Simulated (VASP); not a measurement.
# CuO (rock salt type) (Fm-3m) in VASP: a series of runs

The runs below take CuO (rock salt type) through single point, with r2SCAN.

Program: VASP 6.6.1. These are calculated values, not measurements. Logs are shortened: lines on timing, memory, paths and dates and some standing lists are left out, and cuts for length are marked.

## (1) The cell of the first run

It takes space group Fm-3m (No. 225, cubic). Conventional cell: a = 4.127 Å, b = 4.127 Å, c = 4.127 Å, α = 90.00°, β = 90.00°, γ = 90.00°. Cu (site symmetry m-3m) has 6 O at 2.06 Å within 2.7 Å. Within 2.7 Å of O (site symmetry m-3m) lie 6 Cu at 2.06 Å.

## (2) Single point, r2SCAN

Contents of POSCAR:

```
CuO
1.0
    0.0000000000      2.0636787084      2.0636787084
    2.0636787084      0.0000000000      2.0636787084
    2.0636787084      2.0636787084      0.0000000000
Cu O
1 1
Direct
    0.0000000000      0.0000000000      0.0000000000
    0.5000000000      0.5000000000      0.5000000000
```

Contents of INCAR.step1:

```
PREC = Accurate ; ENCUT = 520
ISMEAR = -1 ; SIGMA = 0.1
LREAL = False ; LASPH = True
NELM = 60 ; NBANDS = 16
GGA = PE ; ALGO = Normal
EDIFF = 1E-4 ; LWAVE = True
LCHARG = False
```

Contents of INCAR.step2:

```
PREC = Accurate ; ENCUT = 520
EDIFF = 1E-6 ; ISMEAR = -1
SIGMA = 0.1 ; LREAL = False
LASPH = True ; NELM = 60
ALGO = Normal ; ISIF = 2
LWAVE = False ; LCHARG = False
METAGGA = R2SCAN ; LMIXTAU = True
NBANDS = 16 ; ISTART = 1
```

Contents of KPOINTS:

```
Automatic mesh
0
Gamma
  14 14 14
```

Potentials or basis: VASP PAW PBE potentials, release 64 (Cu, O).

On the command line:

```sh
cat potpaw_PBE.64/Cu/POTCAR potpaw_PBE.64/O/POTCAR > POTCAR
cp INCAR.step1 INCAR
mpirun -np 1 vasp_std > vasp.out
cp INCAR.step2 INCAR
mpirun -np 1 vasp_std > vasp.out
```

OUTCAR:

```text
PREC = Accurate
   ENCUT = 520
   EDIFF = 1E-6
   ISMEAR = -1
   LREAL = False
   LASPH = True
   NELM = 60
   ISIF = 2
   METAGGA = R2SCAN
   ISTART = 1

 ion  position               nearest neighbor table
   1  0.000  0.000  0.000-   2 2.06   2 2.06   2 2.06   2 2.06   2 2.06   2 2.06
   2  0.500  0.500  0.500-   1 2.06   1 2.06   1 2.06   1 2.06   1 2.06   1 2.06

  LATTYP: Found a face centered cubic cell.
 ALAT       =     4.1273574168

  Lattice vectors:

 A1 = (   0.0000000000,   2.0636787084,   2.0636787084)
 A2 = (   2.0636787084,   0.0000000000,   2.0636787084)
 A3 = (   2.0636787084,   2.0636787084,   0.0000000000)

Analysis of symmetry for initial positions (statically):
=====================================================================
 Subroutine PRICEL returns:
 Original cell was already a primitive cell.

 Routine SETGRP: Setting up the symmetry group for a
 face centered cubic supercell.

 Subroutine GETGRP returns: Found 48 space group operations
 (whereof 48 operations were pure point group operations)
 out of a pool of 48 trial point group operations.

The static configuration has the point symmetry O_h .

Analysis of symmetry for dynamics (positions and initial velocities):
=====================================================================
 Subroutine PRICEL returns:
 Original cell was already a primitive cell.

 Routine SETGRP: Setting up the symmetry group for a
 face centered cubic supercell.

 Subroutine GETGRP returns: Found 48 space group operations
 (whereof 48 operations were pure point group operations)
 out of a pool of 48 trial point group operations.

The dynamic configuration has the point symmetry O_h .

 Subroutine INISYM returns: Found 48 space group operations
 (whereof 48 operations are pure point group operations),
 and found     1 'primitive' translations

----------------------------------------------------------------------------------------

                                     Primitive cell

  volume of cell :      17.5775

  direct lattice vectors                    reciprocal lattice vectors
     0.000000000  2.063678708  2.063678708    -0.242285777  0.242285777  0.242285777
     2.063678708  0.000000000  2.063678708     0.242285777 -0.242285777  0.242285777
     2.063678708  2.063678708  0.000000000     0.242285777  0.242285777 -0.242285777

  length of vectors
     2.918482418  2.918482418  2.918482418     0.419651276  0.419651276  0.419651276

  position of ions in fractional coordinates (direct lattice)
     0.000000000  0.000000000  0.000000000
     0.500000000  0.500000000  0.500000000

  ion indices of the primitive-cell ions
   primitive index   ion index
                 1           1
                 2           2

----------------------------------------------------------------------------------------

 KPOINTS: Automatic mesh

Automatic generation of k-mesh.
 Grid dimensions read from file:
 generate k-points for:   14   14   14

 Generating k-lattice:

  Cartesian coordinates                     Fractional coordinates (reciprocal lattice)
    -0.017306127  0.017306127  0.017306127     0.071428571  0.000000000  0.000000000
     0.017306127 -0.017306127  0.017306127     0.000000000  0.071428571  0.000000000
     0.017306127  0.017306127 -0.017306127     0.000000000  0.000000000  0.071428571

  Length of vectors
     0.029975091  0.029975091  0.029975091

  Shift w.r.t. Gamma in fractional coordinates (k-lattice)
     0.000000000  0.000000000  0.000000000

 Subroutine IBZKPT returns following result:
 ===========================================

 Found    104 irreducible k-points:

 Following reciprocal coordinates:
            Coordinates               Weight
  0.000000  0.000000  0.000000      1.000000
  0.071429  0.000000  0.000000      8.000000
  0.142857  0.000000  0.000000      8.000000
  0.214286  0.000000  0.000000      8.000000
  0.285714  0.000000  0.000000      8.000000
  0.357143  0.000000  0.000000      8.000000
[... 16 lines left out ...]
  0.214286  0.142857  0.000000     24.000000
  0.285714  0.142857  0.000000     24.000000
 [... further k-points ...]
   k-points           NKPTS =    104   k-points in BZ     NKDIM =    104   number of bands    NBANDS=     16
   number of dos      NEDOS =    301   number of ions     NIONS =      2
   total plane-waves  NPLWV =  13824
   dimension x,y,z NGX =    24 NGY =   24 NGZ =   24
   dimension x,y,z NGXF=    48 NGYF=   48 NGZF=   48
   ions per type =               1   1
   NGX,Y,Z   is equivalent  to a cutoff of  13.67, 13.67, 13.67 a.u.
   NGXF,Y,Z  is equivalent  to a cutoff of  27.34, 27.34, 27.34 a.u.
 SYSTEM =  unknown system
   PREC   = accura    normal or accurate (medium, high low for compatibility)
   ISTART =      1    job   : 0-new  1-cont  2-samecut
   ICHARG =      0    charge: 1-file 2-atom 10-const
   ISPIN  =      1    spin polarized calculation?
   LNONCOLLINEAR =      F non collinear calculations
   LSORBIT =      F    spin-orbit coupling
   LASPH  =      T    aspherical Exc in radial PAW
   ENCUT  =  520.0 eV  38.22 Ry    6.18 a.u.   5.43  5.43  5.43*2*pi/ulx,y,z
   NELM   =     60;   NELMIN=  2; NELMDL=  0     # of ELM steps
   EDIFF  = 0.1E-05   stopping-criterion for ELM
   LREAL  =      F    real-space projection
   EDIFFG = 0.1E-04   stopping-criterion for IOM
   NSW    =      0    number of steps for IOM
   IBRION =     -1    ionic relax: 0-MD 1-quasi-New 2-CG
   NFREE  =      0    steps in history (QN), initial steepest desc. (CG)
   ISIF   =      2    stress and relaxation
   ISYM   =      2    0-nonsym 1-usesym 2-fastsym
   POTIM  = 0.5000    time-step for ionic-motion
   TEBEG  =    0.0;   TEEND  =   0.0 temperature during run
   PSTRESS=    0.0 pullay stress
   NELECT =      17.0000    total number of electrons
   NUPDOWN=      -1.0000    fix difference up-down
   EMIN   =  10.00;   EMAX   =-10.00  energy-range for DOS
   EFERMI =   0.00;   METHOD = LEGACY
   ISMEAR =    -1;   SIGMA  =   0.10  broadening in eV -4-tet -1-fermi 0-gaus
   EFERMI_NEDOS =   21; number of points for ismear=-14 and -15
   IALGO  =     38    algorithm
   IMIX   =      4    mixing-type and parameters
     AMIX     =   0.40;   BMIX     =  1.00
     AMIX_MAG =   1.60;   BMIX_MAG =  1.00
  volume/ion in A,a.u.               =       8.79        59.31
  Fermi-wavevector in a.u.,A,eV,Ry     =   1.618971  3.059411 35.661781  2.621067
  Thomas-Fermi vector in A             =   2.713148
   LORBIT       =      0    0 simple, 1 ext, 2 COOP (PROOUT), +10 PAW based schemes
   METAGGA = R2SCAN    functional components
   LHFCALC =     F    Hartree Fock is set to
   AEXX    =    0.0000 exact exchange contribution
   IVDW    =     0    specifies the selected vdW correction
   LEPSILON=     F    determine dielectric tensor
   LRPA    =     F    only Hartree local field effects (RPA)
 non-spin polarized calculation
  energy-cutoff  :      520.00
  volume of cell :       17.58
 maximum number of plane-waves:       495
 NGX is ok and might be reduce to    24
   NGX = 11   NGY = 11   NGZ = 11

 number of electron      16.9999997 magnetization

 Free energy of the ion-electron system (eV)
  ---------------------------------------------------
  ext. energy  EPLUGINS =         0.00000000
  ---------------------------------------------------
  free energy    TOTEN  =       -17.96996125 eV

  energy without entropy =      -17.92489515  energy(sigma->0) =      -17.94742820

 E-fermi :   7.1080     XC(G=0): -13.6381

 val. band max:        7.1050016754   @ k =   0.3571   0.1429   0.0000
 cond. band min:       7.1328292697   @ k =   0.5000   0.1429   0.0714
 fundamental gap:      0.0278275943
 Fermi energy:         7.1080325181

 k-point     1 :       0.0000    0.0000    0.0000
  band No.  band energies     occupation
      1     -14.3106      2.00000
      2       4.2036      2.00000
      3       4.2036      2.00000
      4       4.2036      2.00000
      5       4.2249      2.00000
      6       4.2249      2.00000
[... 8 lines left out ...]
     15      30.6373      0.00000
     16      30.6373      0.00000

 k-point     2 :       0.0714    0.0000    0.0000
  band No.  band energies     occupation
      1     -14.2501      2.00000
      2       3.5330      2.00000
      3       3.6750      2.00000
      4       3.6751      2.00000
      5       4.2818      2.00000
      6       4.2818      2.00000
[... 8 lines left out ...]
     15      30.1244      0.00000
     16      30.1244      0.00000

 k-point     3 :       0.1429    0.0000    0.0000
  band No.  band energies     occupation
      1     -14.0746      2.00000
      2       2.5203      2.00000
      3       3.0460      2.00000
      4       3.0460      2.00000
      5       4.3707      2.00000
      6       4.3707      2.00000
[... 8 lines left out ...]
     15      29.7474      0.00000
     16      29.7475      0.00000

 k-point     4 :       0.2143    0.0000    0.0000
  band No.  band energies     occupation
      1     -13.8075      2.00000
      2       1.3948      2.00000
      3       2.4854      2.00000
      4       2.4854      2.00000
      5       4.5007      2.00000
      6       4.5007      2.00000
[... 8 lines left out ...]
     15      30.1413      0.00000
     16      30.1415      0.00000
[... 324 lines left out ...]
 k-point    22 :       0.1429    0.1429    0.0000
  band No.  band energies     occupation
      1     -14.0044      2.00000
      2       1.9118      2.00000
      3       3.3462      2.00000
      4       3.3462      2.00000
      5       4.0543      2.00000
      6       4.7037      2.00000
[... 8 lines left out ...]
     15      31.7846      0.00000
     16      33.7423      0.00000

 k-point    23 :       0.2143    0.1429    0.0000
  band No.  band energies     occupation
      1     -13.8159      2.00000
      2       1.3016      2.00000
      3       2.9230      2.00000
      4       3.0240      2.00000
      5       4.0924      2.00000
      6       4.7007      2.00000
[... 8 lines left out ...]
     15      32.5461      0.00000
     16      33.7817      0.00000

 k-point    24 :       0.2857    0.1429    0.0000
  band No.  band energies     occupation
      1     -13.5566      2.00000
      2       0.6528      2.00000
      3       2.3063      2.00000
      4       2.5708      2.00000
      5       4.2307      2.00000
      6       4.7768      2.00000
[... 8 lines left out ...]
     15      32.6968      0.00000
     16      33.8558      0.00000

 [... further k-points ...]
[... 5 lines left out ...]
  --------------------------------------------------------------------------------------
  -------------------------------------------------------------------------------------
  Total        1.1933889      1.1933889      1.1933889      0.0000000      0.0000000     -0.0000000
  in kB      108.7768126    108.7768126    108.7768126      0.0000000      0.0000000     -0.0000000
  external PRESSURE =     108.7768126 kB  Pullay stress =       0.0000000 kB

 VOLUME and BASIS-vectors are now :
 -----------------------------------------------------------------------------
  energy-cutoff  :      520.00
  volume of cell :       17.58
      direct lattice vectors                 reciprocal lattice vectors
     0.000000000  2.063678708  2.063678708    -0.242285777  0.242285777  0.242285777
     2.063678708  0.000000000  2.063678708     0.242285777 -0.242285777  0.242285777
     2.063678708  2.063678708  0.000000000     0.242285777  0.242285777 -0.242285777

 POSITION                                       TOTAL-FORCE (eV/Angst)
 -----------------------------------------------------------------------------------
      0.00000      0.00000      0.00000         0.000000      0.000000      0.000000
      2.06368      2.06368      2.06368        -0.000000     -0.000000     -0.000000
 -----------------------------------------------------------------------------------
    total drift:                                0.000000     -0.000000     -0.000000

  FREE ENERGIE OF THE ION-ELECTRON SYSTEM (eV)
  ---------------------------------------------------
  free  energy   TOTEN  =       -17.9699612479 eV

  energy  without entropy=      -17.9248951488  energy(sigma->0) =      -17.94742820
```

It took 2.5 min on 1 thread of Intel Xeon 8259CL, shared host; peak memory 0.16 GiB.

What came out:

- Free energy: -17.9700 eV
- Pressure: 10.9 GPa
- Band gap on the k mesh: zero (an odd number of electrons rules out a gap without spin polarisation)

Caveat: the cell stands under pressure; the PAW data sets were made with another functional, which shifts forces and pressure a little; an odd number of electrons without spin polarisation forces a metal; a magnetic or distorted state may lie lower; semilocal functionals often make such compounds metallic where correlation or magnetic order opens a gap, which also shifts bond lengths.

## (3) Single point, r2SCAN

This run uses another cell than the first one, of 9.08 Å³/atom.

Contents of POSCAR:

```
CuO
1.0
    0.0000000000      2.0858705035      2.0858705035
    2.0858705035      0.0000000000      2.0858705035
    2.0858705035      2.0858705035      0.0000000000
Cu O
1 1
Direct
    0.0000000000      0.0000000000      0.0000000000
    0.5000000000      0.5000000000      0.5000000000
```

Contents of INCAR.step1:

```
SYSTEM = CuO
ALGO = Normal ; EDIFF = 1E-4
ENCUT = 520 ; GGA = PE
ISMEAR = -1 ; LASPH = .TRUE.
LCHARG = .FALSE. ; LREAL = .FALSE.
LWAVE = .TRUE. ; NBANDS = 16
NELM = 80 ; PREC = Accurate
SIGMA = 0.1
```

Contents of INCAR.step2:

```
SYSTEM = CuO
ALGO = Normal ; EDIFF = 1E-6
ENCUT = 520 ; ISIF = 2
ISMEAR = -1 ; ISTART = 1
LASPH = .TRUE. ; LCHARG = .TRUE.
LELF = .TRUE. ; LMIXTAU = .TRUE.
LREAL = .FALSE. ; LVHAR = .TRUE.
LWAVE = .FALSE. ; METAGGA = R2SCAN
NBANDS = 16 ; NELM = 80
PREC = Accurate ; SIGMA = 0.1
```

Contents of KPOINTS:

```
k-points
0
G
  14 14 14
  0 0 0
```

Potentials or basis: VASP PAW PBE potentials, release 64 (Cu, O).

On the command line:

```sh
cat potpaw_PBE.64/Cu/POTCAR potpaw_PBE.64/O/POTCAR > POTCAR
cp INCAR.step1 INCAR
mpirun -np 1 vasp_std > vasp.out
cp INCAR.step2 INCAR
mpirun -np 1 vasp_std > vasp.out
```

Run time: 2.5 min. Hardware: 1 thread of Intel Xeon 8259CL, shared host; peak memory 0.17 GiB.

It converged, with:

| Quantity | Value |
| --- | --- |
| Free energy | -17.9961 eV |
| Pressure | 3.3 GPa |
| Band gap on the k mesh | zero (an odd number of electrons rules out a gap without spin polarisation) |

Levels at points of the mesh, in eV from the Fermi level:
| k point | band 7 | band 8 | band 9 | band 10 | band 11 | band 12 |
| --- | --- | --- | --- | --- | --- | --- |
| (0.00, 0.00, 0.00) | -2.73 | -2.36 | -2.36 | 2.13 | 19.12 | 19.68 |
| (0.50, 0.00, 0.00) | -1.64 | 0.77 | 0.77 | 6.40 | 10.81 | 14.78 |
| (0.50, 0.50, 0.00) | -1.93 | -1.93 | -1.53 | 6.48 | 11.73 | 12.75 |

Caveat: the cell stands under pressure; the PAW data sets were made with another functional, which shifts forces and pressure a little; an odd number of electrons without spin polarisation forces a metal; a magnetic or distorted state may lie lower; semilocal functionals often make such compounds metallic where correlation or magnetic order opens a gap, which also shifts bond lengths.

## (4) Single point, r2SCAN

This run uses another cell than the first one, of 9.08 Å³/atom.

POSCAR is that of step 3.

Contents of INCAR.step1:

```
PREC = Accurate
ENCUT = 520
ISMEAR = -1
SIGMA = 0.1
LREAL = False
LASPH = True
NELM = 100
NBANDS = 16
GGA = PE
ALGO = Normal
EDIFF = 1E-4
LWAVE = True
LCHARG = False
```

Contents of INCAR.step2:

```
PREC = Accurate
ENCUT = 520
EDIFF = 1E-6
ISMEAR = -1
SIGMA = 0.1
LREAL = False
LASPH = True
NELM = 100
ALGO = Normal
ISIF = 2
LWAVE = False
LCHARG = True
METAGGA = R2SCAN
LMIXTAU = True
LELF = True
LVHAR = True
NBANDS = 16
ISTART = 1
```

Contents of KPOINTS:

```
Automatic mesh
0
Gamma
  14 14 14
```

On the command line:

```sh
cat potpaw_PBE.64/Cu/POTCAR potpaw_PBE.64/O/POTCAR > POTCAR
cp INCAR.step1 INCAR
mpirun -np 1 vasp_std > vasp.out
cp INCAR.step2 INCAR
mpirun -np 1 vasp_std > vasp.out
```

It took 2.5 min on 1 thread of Intel Xeon 8259CL, shared host; peak memory 0.17 GiB.

Results (log left out):

| Property | Result |
| --- | --- |
| Free energy | -17.9961 eV |
| Pressure | 3.3 GPa |
| Band gap on the k mesh | zero (an odd number of electrons rules out a gap without spin polarisation) |

Levels at points of the mesh, in eV from the Fermi level:
| k point | band 7 | band 8 | band 9 | band 10 | band 11 | band 12 |
| --- | --- | --- | --- | --- | --- | --- |
| (0.00, 0.00, 0.00) | -2.73 | -2.36 | -2.36 | 2.13 | 19.12 | 19.68 |
| (0.50, 0.00, 0.00) | -1.64 | 0.77 | 0.77 | 6.40 | 10.81 | 14.78 |
| (0.50, 0.50, 0.00) | -1.93 | -1.93 | -1.53 | 6.48 | 11.73 | 12.75 |

Caveat: the cell stands under pressure; the PAW data sets were made with another functional, which shifts forces and pressure a little; an odd number of electrons without spin polarisation forces a metal; a magnetic or distorted state may lie lower; semilocal functionals often make such compounds metallic where correlation or magnetic order opens a gap, which also shifts bond lengths. With open d or f shells a metallic result of r2SCAN can be an artefact of self-interaction; +U or a hybrid may open a gap.

## (5) Single point, r2SCAN

This run uses another cell than the first one, of 9.36 Å³/atom.

Contents of POSCAR:

```
CuO
1.0
    0.0000000000      2.1075998851      2.1075998851
    2.1075998851      0.0000000000      2.1075998851
    2.1075998851      2.1075998851      0.0000000000
Cu O
1 1
Direct
    0.0000000000      0.0000000000      0.0000000000
    0.5000000000      0.5000000000      0.5000000000
```

Contents of INCAR.step1:

```
SYSTEM = CuO
ALGO = Normal
EDIFF = 1E-4
ENCUT = 520
GGA = PE
ISMEAR = -1
LASPH = .TRUE.
LCHARG = .FALSE.
LREAL = .FALSE.
LWAVE = .TRUE.
NBANDS = 16
NELM = 60
PREC = Accurate
SIGMA = 0.1
```

Contents of INCAR.step2:

```
SYSTEM = CuO
ALGO = Normal
EDIFF = 1E-6
ENCUT = 520
ISIF = 2
ISMEAR = -1
ISTART = 1
LASPH = .TRUE.
LCHARG = .TRUE.
LELF = .TRUE.
LMIXTAU = .TRUE.
LREAL = .FALSE.
LVHAR = .TRUE.
LWAVE = .FALSE.
METAGGA = R2SCAN
NBANDS = 16
NELM = 60
PREC = Accurate
SIGMA = 0.1
```

Contents of KPOINTS:

```
k-points
0
G
  14 14 14
  0 0 0
```

On the command line:

```sh
cat potpaw_PBE.64/Cu/POTCAR potpaw_PBE.64/O/POTCAR > POTCAR
cp INCAR.step1 INCAR
mpirun -np 1 vasp_std > vasp.out
cp INCAR.step2 INCAR
mpirun -np 1 vasp_std > vasp.out
```

It took 2.6 min on 1 thread of Intel Xeon 8259CL, shared host; peak memory 0.17 GiB.

It converged, with:

```yaml
Free_energy: -17.9975 eV
Pressure: -3.0 GPa
Band_gap_on_the_k_mesh: zero (an odd number of electrons rules out a gap without spin polarisation)
```

Levels at points of the mesh, in eV from the Fermi level:
| k point | band 6 | band 7 | band 8 | band 9 | band 10 | band 11 | band 12 | band 13 |
| --- | --- | --- | --- | --- | --- | --- | --- | --- |
| (0.00, 0.00, 0.00) | -2.59 | -2.59 | -2.26 | -2.26 | 1.99 | 19.02 | 19.48 | 19.48 |
| (0.50, 0.00, 0.00) | -2.04 | -1.59 | 0.74 | 0.74 | 6.36 | 10.52 | 14.62 | 14.62 |
| (0.50, 0.50, 0.00) | -1.97 | -1.86 | -1.86 | -1.51 | 6.33 | 11.53 | 12.67 | 17.36 |

Caveat: the PAW data sets were made with another functional, which shifts forces and pressure a little; an odd number of electrons without spin polarisation forces a metal; a magnetic or distorted state may lie lower; semilocal functionals often make such compounds metallic where correlation or magnetic order opens a gap, which also shifts bond lengths.

## (6) The runs side by side

| cell | gap on the mesh (eV) | pressure (GPa) |
| --- | --- | --- |
| a = 2.918 Å, angles 60.0°, 2 atoms | none | 10.9 |
| a = 2.950 Å, angles 60.0°, 2 atoms | none | 3.3 |
| a = 2.981 Å, angles 60.0°, 2 atoms | none | -3.0 |

Alike in all rows: task single point; level r2SCAN; potentials or basis VASP PAW PBE potentials, release 64 (Cu, O); no spin polarisation; k mesh 14 × 14 × 14; cutoff (eV) 520; smearing fermi-dirac 0.1 eV.

Caveats: the PAW data sets were made with another functional, which shifts forces and pressure a little; an odd number of electrons without spin polarisation forces a metal; a magnetic or distorted state may lie lower; semilocal functionals often make such compounds metallic where correlation or magnetic order opens a gap, which also shifts bond lengths; the cell stands under pressure (at least some runs).

Absolute energies hang on the potentials; compare differences alone.
